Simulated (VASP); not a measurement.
# Cu (Fd-3m) in VASP: a series of runs

The runs below take Cu through single point, relaxation of cell and atoms, with PBE.

Everything below comes from runs of VASP 6.6.1. Logs are shortened: lines on timing, memory, paths and dates and some standing lists are left out, and cuts for length are marked.

## (1) The cell of the first run

Symmetry: Fd-3m, No. 227, cubic system. The conventional cell has a = 6.847 Å, b = 6.847 Å, c = 6.847 Å, α = 90.00°, β = 90.00°, γ = 90.00°. Within 3.2 Å of Cu (site symmetry -3m) lie 6 Cu at 2.42 Å.

## (2) Single point, PBE

Input file INCAR:

```
SYSTEM = Cu
ALGO = Normal ; EDIFF = 1E-6
ENCUT = 520 ; GGA = PE
ISIF = 2 ; ISMEAR = 0
LASPH = .True. ; LCHARG = .True.
LELF = .True. ; LREAL = .False.
LVHAR = .True. ; LWAVE = .False.
NBANDS = 30 ; NELM = 100
PREC = Accurate ; SIGMA = 0.1
```

Input file KPOINTS:

```
k-points
0
Gamma
  6 6 6
  0 0 0
```

Input file POSCAR:

```
Cu
1.0
    0.0000000000      3.4236070225      3.4236070225
    3.4236070225      0.0000000000      3.4236070225
    3.4236070225      3.4236070225      0.0000000000
Cu
4
Direct
    0.1250000000      0.1250000000      0.1250000000
    0.6250000000      0.1250000000      0.1250000000
    0.1250000000      0.6250000000      0.1250000000
    0.1250000000      0.1250000000      0.6250000000
```

Potentials or basis: VASP PAW PBE potentials, release 64 (Cu).

Started as:

```console
> cat potpaw_PBE.64/Cu/POTCAR > POTCAR
> mpirun -np 1 vasp_std > vasp.out
```

OUTCAR:

```text
SYSTEM = Cu
   EDIFF = 1E-6
   ENCUT = 520
   GGA = PE
   ISIF = 2
   ISMEAR = 0
   LASPH = .True.
   LREAL = .False.
   NELM = 100
   PREC = Accurate

 ion  position               nearest neighbor table
   1  0.125  0.125  0.125-   2 2.42   3 2.42   4 2.42   4 2.42   3 2.42   2 2.42
   2  0.625  0.125  0.125-   1 2.42   4 2.42   3 2.42   1 2.42   3 2.42   4 2.42
   3  0.125  0.625  0.125-   1 2.42   4 2.42   1 2.42   2 2.42   4 2.42   2 2.42
   4  0.125  0.125  0.625-   1 2.42   1 2.42   2 2.42   3 2.42   3 2.42   2 2.42

  LATTYP: Found a face centered cubic cell.
 ALAT       =     6.8472140450

  Lattice vectors:

 A1 = (   0.0000000000,   3.4236070225,   3.4236070225)
 A2 = (   3.4236070225,   0.0000000000,   3.4236070225)
 A3 = (   3.4236070225,   3.4236070225,   0.0000000000)

Analysis of symmetry for initial positions (statically):
=====================================================================
 Subroutine PRICEL returns:
 Original cell was already a primitive cell.

 Routine SETGRP: Setting up the symmetry group for a
 face centered cubic supercell.

 Subroutine GETGRP returns: Found 48 space group operations
 (whereof 24 operations were pure point group operations)
 out of a pool of 48 trial point group operations.

The static configuration has the point symmetry T_d .
 The point group associated with its full space group is O_h .

Analysis of symmetry for dynamics (positions and initial velocities):
=====================================================================
 Subroutine PRICEL returns:
 Original cell was already a primitive cell.

 Routine SETGRP: Setting up the symmetry group for a
 face centered cubic supercell.

 Subroutine GETGRP returns: Found 48 space group operations
 (whereof 24 operations were pure point group operations)
 out of a pool of 48 trial point group operations.

The dynamic configuration has the point symmetry T_d .
 The point group associated with its full space group is O_h .

 Subroutine INISYM returns: Found 48 space group operations
 (whereof 24 operations are pure point group operations),
 and found     1 'primitive' translations

----------------------------------------------------------------------------------------

                                     Primitive cell

  volume of cell :      80.2568

  direct lattice vectors                    reciprocal lattice vectors
     0.000000000  3.423607023  3.423607023    -0.146044799  0.146044799  0.146044799
     3.423607023  0.000000000  3.423607023     0.146044799 -0.146044799  0.146044799
     3.423607023  3.423607023  0.000000000     0.146044799  0.146044799 -0.146044799

  length of vectors
     4.841711483  4.841711483  4.841711483     0.252957012  0.252957012  0.252957012

  position of ions in fractional coordinates (direct lattice)
     0.125000000  0.125000000  0.125000000
     0.625000000  0.125000000  0.125000000
     0.125000000  0.625000000  0.125000000
     0.125000000  0.125000000  0.625000000

  ion indices of the primitive-cell ions
   primitive index   ion index
                 1           1
                 2           2
                 3           3
                 4           4

----------------------------------------------------------------------------------------

 KPOINTS: k-points

Automatic generation of k-mesh.
 Grid dimensions read from file:
 generate k-points for:    6    6    6

 Generating k-lattice:

  Cartesian coordinates                     Fractional coordinates (reciprocal lattice)
    -0.024340800  0.024340800  0.024340800     0.166666667  0.000000000  0.000000000
     0.024340800 -0.024340800  0.024340800     0.000000000  0.166666667  0.000000000
     0.024340800  0.024340800 -0.024340800     0.000000000  0.000000000  0.166666667

  Length of vectors
     0.042159502  0.042159502  0.042159502

  Shift w.r.t. Gamma in fractional coordinates (k-lattice)
     0.000000000  0.000000000  0.000000000

 Subroutine IBZKPT returns following result:
 ===========================================

 Found     16 irreducible k-points:

 Following reciprocal coordinates:
            Coordinates               Weight
  0.000000  0.000000  0.000000      1.000000
  0.166667  0.000000  0.000000      8.000000
  0.333333  0.000000  0.000000      8.000000
  0.500000  0.000000  0.000000      4.000000
  0.166667  0.166667  0.000000      6.000000
  0.333333  0.166667  0.000000     24.000000
[... 8 lines left out ...]
 -0.333333  0.333333  0.166667     24.000000
 -0.333333  0.500000  0.166667     12.000000
   k-points           NKPTS =     16   k-points in BZ     NKDIM =     16   number of bands    NBANDS=     30
   number of dos      NEDOS =    301   number of ions     NIONS =      4
   total plane-waves  NPLWV =  46656
   dimension x,y,z NGX =    36 NGY =   36 NGZ =   36
   dimension x,y,z NGXF=    72 NGYF=   72 NGZF=   72
   ions per type =               4
   NGX,Y,Z   is equivalent  to a cutoff of  12.36, 12.36, 12.36 a.u.
   NGXF,Y,Z  is equivalent  to a cutoff of  24.72, 24.72, 24.72 a.u.
 SYSTEM =  Cu
   PREC   = accura    normal or accurate (medium, high low for compatibility)
   ISTART =      0    job   : 0-new  1-cont  2-samecut
   ICHARG =      2    charge: 1-file 2-atom 10-const
   ISPIN  =      1    spin polarized calculation?
   LNONCOLLINEAR =      F non collinear calculations
   LSORBIT =      F    spin-orbit coupling
   LASPH  =      T    aspherical Exc in radial PAW
   ENCUT  =  520.0 eV  38.22 Ry    6.18 a.u.   9.00  9.00  9.00*2*pi/ulx,y,z
   NELM   =    100;   NELMIN=  2; NELMDL= -5     # of ELM steps
   EDIFF  = 0.1E-05   stopping-criterion for ELM
   LREAL  =      F    real-space projection
   EDIFFG = 0.1E-04   stopping-criterion for IOM
   NSW    =      0    number of steps for IOM
   IBRION =     -1    ionic relax: 0-MD 1-quasi-New 2-CG
   NFREE  =      0    steps in history (QN), initial steepest desc. (CG)
   ISIF   =      2    stress and relaxation
   ISYM   =      2    0-nonsym 1-usesym 2-fastsym
   POTIM  = 0.5000    time-step for ionic-motion
   TEBEG  =    0.0;   TEEND  =   0.0 temperature during run
   PSTRESS=    0.0 pullay stress
   NELECT =      44.0000    total number of electrons
   NUPDOWN=      -1.0000    fix difference up-down
   EMIN   =  10.00;   EMAX   =-10.00  energy-range for DOS
   EFERMI =   0.00;   METHOD = LEGACY
   ISMEAR =     0;   SIGMA  =   0.10  broadening in eV -4-tet -1-fermi 0-gaus
   EFERMI_NEDOS =   21; number of points for ismear=-14 and -15
   IALGO  =     38    algorithm
   IMIX   =      4    mixing-type and parameters
     AMIX     =   0.40;   BMIX     =  1.00
     AMIX_MAG =   1.60;   BMIX_MAG =  1.00
  volume/ion in A,a.u.               =      20.06       135.40
  Fermi-wavevector in a.u.,A,eV,Ry     =   1.339878  2.532002 24.426161  1.795272
  Thomas-Fermi vector in A             =   2.468235
   LORBIT       =      0    0 simple, 1 ext, 2 COOP (PROOUT), +10 PAW based schemes
   GGA     = PE    functional components
   LHFCALC =     F    Hartree Fock is set to
   AEXX    =    0.0000 exact exchange contribution
   IVDW    =     0    specifies the selected vdW correction
   LEPSILON=     F    determine dielectric tensor
   LRPA    =     F    only Hartree local field effects (RPA)
 non-spin polarized calculation
 Gauss-broadening in eV      SIGMA  =   0.10
  energy-cutoff  :      520.00
  volume of cell :       80.26
 maximum number of plane-waves:      2200
   NGX = 17   NGY = 17   NGZ = 17

 number of electron      44.0000036 magnetization

 Free energy of the ion-electron system (eV)
  ---------------------------------------------------
  ext. energy  EPLUGINS =         0.00000000
  ---------------------------------------------------
  free energy    TOTEN  =       -12.21612384 eV

  energy without entropy =      -12.21285611  energy(sigma->0) =      -12.21448997

 E-fermi :   2.5196     XC(G=0):  -9.3856

 val. band max:        2.2620977019   @ k =  -0.3333   0.3333   0.0000
 cond. band min:       2.6012336862   @ k =  -0.3333   0.3333   0.1667
 fundamental gap:      0.3391359843
 Fermi energy:         2.5196237204

 k-point     1 :       0.0000    0.0000    0.0000
  band No.  band energies     occupation
      1      -4.3931      2.00000
      2      -1.3871      2.00000
      3      -1.2252      2.00000
      4      -1.2252      2.00000
      5      -1.2252      2.00000
      6      -0.5974      2.00000
[... 22 lines left out ...]
     29       8.7657      0.00000
     30       8.7657      0.00000

 k-point     2 :       0.1667    0.0000    0.0000
  band No.  band energies     occupation
      1      -4.1679      2.00000
      2      -1.2684      2.00000
      3      -1.2035      2.00000
      4      -1.1409      2.00000
      5      -1.1409      2.00000
      6      -0.5533      2.00000
[... 22 lines left out ...]
     29       9.4586      0.00000
     30       9.9406      0.00000

 k-point     3 :       0.3333    0.0000    0.0000
  band No.  band energies     occupation
      1      -3.5898      2.00000
      2      -1.1275      2.00000
      3      -0.9598      2.00000
      4      -0.9598      2.00000
      5      -0.9338      2.00000
      6      -0.3951      2.00000
[... 22 lines left out ...]
     29      10.9173      0.00000
     30      10.9173      0.00000

 k-point     4 :       0.5000    0.0000    0.0000
  band No.  band energies     occupation
      1      -3.1757      2.00000
      2      -0.8731      2.00000
      3      -0.8731      2.00000
      4      -0.8704      2.00000
      5      -0.7378      2.00000
      6      -0.6516      2.00000
[... 22 lines left out ...]
     29      12.4373      0.00000
     30      12.4373      0.00000

 k-point     5 :       0.1667    0.1667    0.0000
  band No.  band energies     occupation
      1      -4.0888      2.00000
      2      -1.2251      2.00000
      3      -1.2158      2.00000
      4      -1.1032      2.00000
      5      -1.1032      2.00000
      6      -0.5870      2.00000
[... 22 lines left out ...]
     29       9.9393      0.00000
     30       9.9393      0.00000
[... 262 lines left out ...]
     29      13.4625      0.00000
     30      13.5536      0.00000

 k-point    14 :       0.5000    0.3333    0.1667
  band No.  band energies     occupation
      1      -3.0537      2.00000
      2      -1.2637      2.00000
      3      -0.8086      2.00000
      4      -0.6970      2.00000
      5      -0.6550      2.00000
      6      -0.4190      2.00000
[... 22 lines left out ...]
     29      11.2932      0.00000
     30      12.7789      0.00000

 k-point    15 :      -0.3333    0.3333    0.1667
  band No.  band energies     occupation
      1      -2.6022      2.00000
      2      -1.4496      2.00000
      3      -0.7535      2.00000
      4      -0.7150      2.00000
      5      -0.5525      2.00000
      6      -0.3361      2.00000
[... 22 lines left out ...]
     29      11.5869      0.00000
     30      13.0959      0.00000

 k-point    16 :      -0.3333    0.5000    0.1667
  band No.  band energies     occupation
      1      -2.0369      2.00000
      2      -2.0369      2.00000
      3      -0.6755      2.00000
      4      -0.6755      2.00000
      5      -0.3629      2.00000
      6      -0.3629      2.00000
[... 22 lines left out ...]
     29      13.6164      0.00000
     30      13.6164      0.00000

------------------------ aborting loop because EDIFF is reached ----------------------------------------

  FORCE on cell =-STRESS in cart. coord.  units (eV):
  Direction    XX          YY          ZZ          XY          YZ          ZX
  --------------------------------------------------------------------------------------
  -------------------------------------------------------------------------------------
  Total        0.0885682      0.0885682      0.0885682      0.0000000      0.0000000     -0.0000000
  in kB        1.7680985      1.7680985      1.7680985      0.0000000      0.0000000     -0.0000000
  external PRESSURE =       1.7680985 kB  Pullay stress =       0.0000000 kB

 VOLUME and BASIS-vectors are now :
 -----------------------------------------------------------------------------
  energy-cutoff  :      520.00
  volume of cell :       80.26
      direct lattice vectors                 reciprocal lattice vectors
     0.000000000  3.423607023  3.423607023    -0.146044799  0.146044799  0.146044799
     3.423607023  0.000000000  3.423607023     0.146044799 -0.146044799  0.146044799
     3.423607023  3.423607023  0.000000000     0.146044799  0.146044799 -0.146044799

 POSITION                                       TOTAL-FORCE (eV/Angst)
 -----------------------------------------------------------------------------------
      0.85590      0.85590      0.85590         0.000000     -0.000000      0.000000
      0.85590      2.56771      2.56771        -0.000000      0.000000     -0.000000
      2.56771      0.85590      2.56771        -0.000000      0.000000      0.000000
      2.56771      2.56771      0.85590         0.000000     -0.000000      0.000000
 -----------------------------------------------------------------------------------
    total drift:                                0.000000      0.000000      0.000000

  FREE ENERGIE OF THE ION-ELECTRON SYSTEM (eV)
  ---------------------------------------------------
  free  energy   TOTEN  =       -12.2161238364 eV

  energy  without entropy=      -12.2128561071  energy(sigma->0) =      -12.21448997
```

Wall time 32 s (1 thread of Intel Xeon Platinum 8259CL at 2.50GHz (Skylake/Cascade Lake), shared host); peak memory 0.2 GiB.

Results:

- Free energy: -12.2161 eV
- Pressure: 0.2 GPa
- Band gap on the k mesh: zero (band 22 reaches 3.28 eV, above the bottom of band 23 at 2.26 eV)

## (3) Relaxation of cell and atoms, PBE

This run uses another cell than the first one, of 12.92 Å³/atom, 0.644 times its volume.

Input file INCAR:

```
SYSTEM = Cu
PREC = Accurate
ENCUT = 600
EDIFF = 1E-6
ISMEAR = 0
SIGMA = 0.1
LREAL = .False.
LASPH = .True.
NELM = 100
ALGO = Normal
ISIF = 3
LWAVE = .False.
LCHARG = .False.
GGA = PE
IBRION = 2
NSW = 90
EDIFFG = -0.04
```

Input file KPOINTS:

```
Automatic mesh
0
Gamma
  6 6 6
  0 0 0
```

Input file POSCAR:

```
Cu
1.0
    0.0000000000      2.9566143184      2.9566143184
    2.9566143184      0.0000000000      2.9566143184
    2.9566143184      2.9566143184      0.0000000000
Cu
4
Direct
    0.1250000000      0.1250000000      0.1250000000
    0.6250000000      0.1250000000      0.1250000000
    0.1250000000      0.6250000000      0.1250000000
    0.1250000000      0.1250000000      0.6250000000
```

Potentials or basis: VASP PAW PBE potentials, release 64 (Cu).

Started as:

```console
> cat potpaw_PBE.64/Cu/POTCAR > POTCAR
> mpirun -np 1 vasp_std > vasp.out
```

OUTCAR:

```text
SYSTEM = Cu
   PREC = Accurate
   ENCUT = 600
   EDIFF = 1E-6
   ISMEAR = 0
   LREAL = .False.
   LASPH = .True.
   NELM = 100
   ISIF = 3
   GGA = PE
   IBRION = 2
   NSW = 90
   EDIFFG = -0.04

 ion  position               nearest neighbor table
   1  0.125  0.125  0.125-   2 2.09   3 2.09   4 2.09   4 2.09   3 2.09   2 2.09
   2  0.625  0.125  0.125-   1 2.09   4 2.09   3 2.09   1 2.09   3 2.09   4 2.09
   3  0.125  0.625  0.125-   1 2.09   4 2.09   1 2.09   2 2.09   4 2.09   2 2.09
   4  0.125  0.125  0.625-   1 2.09   1 2.09   2 2.09   3 2.09   3 2.09   2 2.09

  LATTYP: Found a face centered cubic cell.
 ALAT       =     5.9132286368

  Lattice vectors:

 A1 = (   0.0000000000,   2.9566143184,   2.9566143184)
 A2 = (   2.9566143184,   0.0000000000,   2.9566143184)
 A3 = (   2.9566143184,   2.9566143184,   0.0000000000)

Analysis of symmetry for initial positions (statically):
=====================================================================
 Subroutine PRICEL returns:
 Original cell was already a primitive cell.

 Routine SETGRP: Setting up the symmetry group for a
 face centered cubic supercell.

 Subroutine GETGRP returns: Found 48 space group operations
 (whereof 24 operations were pure point group operations)
 out of a pool of 48 trial point group operations.

The static configuration has the point symmetry T_d .
 The point group associated with its full space group is O_h .
[... 141 lines left out ...]
 non-spin polarized calculation
 Gauss-broadening in eV      SIGMA  =   0.10
  energy-cutoff  :      600.00
  volume of cell :       51.69
 maximum number of plane-waves:      1759
 NGX is ok and might be reduce to    36
   NGX = 17   NGY = 17   NGZ = 17

--------------------------------------- Ionic step        1  -------------------------------------------

 number of electron      43.9999983 magnetization

 Free energy of the ion-electron system (eV)
  ---------------------------------------------------
  ext. energy  EPLUGINS =         0.00000000
  ---------------------------------------------------
  free energy    TOTEN  =        -7.65424083 eV

  energy without entropy =       -7.64698879  energy(sigma->0) =       -7.65061481

 E-fermi :   6.5559     XC(G=0): -11.6668

 val. band max:        6.5033076220   @ k =  -0.1667   0.1667   0.0000
 cond. band min:       6.6060605568   @ k =  -0.3333   0.3333   0.1667
 fundamental gap:      0.1027529348
 Fermi energy:         6.5559320191

 k-point     1 :       0.0000    0.0000    0.0000
  band No.  band energies     occupation
      1      -3.1909      2.00000
      2      -0.0820      2.00000
      3       0.5015      2.00000
      4       0.5015      2.00000
      5       0.5015      2.00000
      6       1.5692      2.00000
[... 528 lines left out ...]
--------------------------------------- Ionic step        3  -------------------------------------------

 number of electron      44.0000042 magnetization

 Free energy of the ion-electron system (eV)
  ---------------------------------------------------
  ext. energy  EPLUGINS =         0.00000000
  ---------------------------------------------------
  free energy    TOTEN  =       -12.18632339 eV

  energy without entropy =      -12.18305710  energy(sigma->0) =      -12.18469025

 E-fermi :   2.5418     XC(G=0):  -9.4013

 val. band max:        2.2829787342   @ k =  -0.3333   0.3333   0.0000
 cond. band min:       2.6233697749   @ k =  -0.3333   0.3333   0.1667
 fundamental gap:      0.3403910406
 Fermi energy:         2.5417718514

 k-point     1 :       0.0000    0.0000    0.0000
  band No.  band energies     occupation
      1      -4.3880      2.00000
      2      -1.3790      2.00000
      3      -1.2145      2.00000
      4      -1.2145      2.00000
      5      -1.2145      2.00000
      6      -0.5843      2.00000
[... 484 lines left out ...]
  FREE ENERGIE OF THE ION-ELECTRON SYSTEM (eV)
  ---------------------------------------------------
  free  energy   TOTEN  =       -12.1863233905 eV

  energy  without entropy=      -12.1830571013  energy(sigma->0) =      -12.18469025

 reached required accuracy - stopping structural energy minimisation
```

OSZICAR:

```text
N       E                     dE             d eps       ncg     rms          rms(c)
DAV:   1     0.365542474774E+03    0.36554E+03   -0.22308E+04   832   0.334E+03
[... 37 lines left out ...]
DAV:   8    -0.121885484798E+02    0.45221E-01   -0.18263E-01   992   0.824E+00    0.373E-01
DAV:   9    -0.121869078833E+02    0.16406E-02   -0.55511E-03  1244   0.885E-01    0.180E-01
DAV:  10    -0.121863519241E+02    0.55596E-03   -0.45666E-03  1064   0.109E+00    0.599E-02
DAV:  11    -0.121863212344E+02    0.30690E-04   -0.31659E-04  1072   0.283E-01    0.199E-02
DAV:  12    -0.121863222864E+02   -0.10520E-05   -0.27583E-05  1086   0.891E-02    0.280E-03
DAV:  13    -0.121863236735E+02   -0.13871E-05   -0.29456E-06   770   0.160E-02    0.303E-03
DAV:  14    -0.121863233905E+02    0.28305E-06   -0.90983E-07   420   0.197E-02
   3 F= -.12186323E+02 E0= -.12184690E+02  d E =-.453208E+01
```

Wall time 1.7 min (1 thread of Intel Xeon Platinum 8259CL at 2.50GHz (Skylake/Cascade Lake), shared host); peak memory 0.2 GiB.

What came out:

```yaml
Free_energy: -12.1863 eV
Relaxed_volume: 20.00 Å³/atom
Relaxed_cell: a = 4.836 Å, b = 4.836 Å, c = 4.836 Å, α = 60.00°, β = 60.00°, γ = 60.00°
Space_group_after_relaxing_to_0.05_Å: Fd-3m (No. 227)
Energy_gained_by_relaxing: 1133.0 meV/atom
Ionic_steps: 3
Pressure_after_relaxing: 0.1 GPa
Band_gap_on_the_k_mesh: zero (band 22 reaches 3.31 eV, above the bottom of band 23 at 2.28 eV)
```

The path:
```tsv
step	energy change (eV)	largest force (eV/Å)	pressure (GPa)	volume (Å³)
1	0.0000	0.0000	77.20	51.69
2	-3.1981	0.0000	-8.78	113.67
3	-4.5321	0.0000	0.08	79.99
```

Final structure:
```
CELL_PARAMETERS angstrom
0.00000 3.41982 3.41982
3.41982 0.00000 3.41982
3.41982 3.41982 0.00000
ATOMIC_POSITIONS crystal
Cu 0.12500 0.12500 0.12500
Cu 0.62500 0.12500 0.12500
Cu 0.12500 0.62500 0.12500
Cu 0.12500 0.12500 0.62500
```

Caveat: the volume moved by over 15 % at a fixed basis, so the end points are rough.
